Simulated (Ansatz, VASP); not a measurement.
## K in VASP and in Ansatz

```
CELL_PARAMETERS angstrom
0.00000 3.36306 3.36306
3.36306 0.00000 3.36306
3.36306 3.36306 0.00000
ATOMIC_POSITIONS crystal
K 0.00000 0.00000 0.00000
```

Alike in both runs: task single point; functional HSE06; k mesh 6 × 6 × 6; occupations gaussian, width 0.05 eV; no spin polarisation.

```csv
,VASP,Ansatz
version,VASP 6.6.1,Ansatz 0.2.0
potentials or method,"VASP PAW PBE potentials, release 64 (K_sv), cutoff 520 eV","scalar-relativistic, plane waves, PAW"
valence electrons in the cell,9,9
```

```tsv
	VASP	Ansatz	Ansatz less VASP
pressure (GPa)	0.0	0.0	+0.01
```

Ansatz's warnings: filled band counts differ across k points, stress exchange threshold loose, stress scf threshold loose.
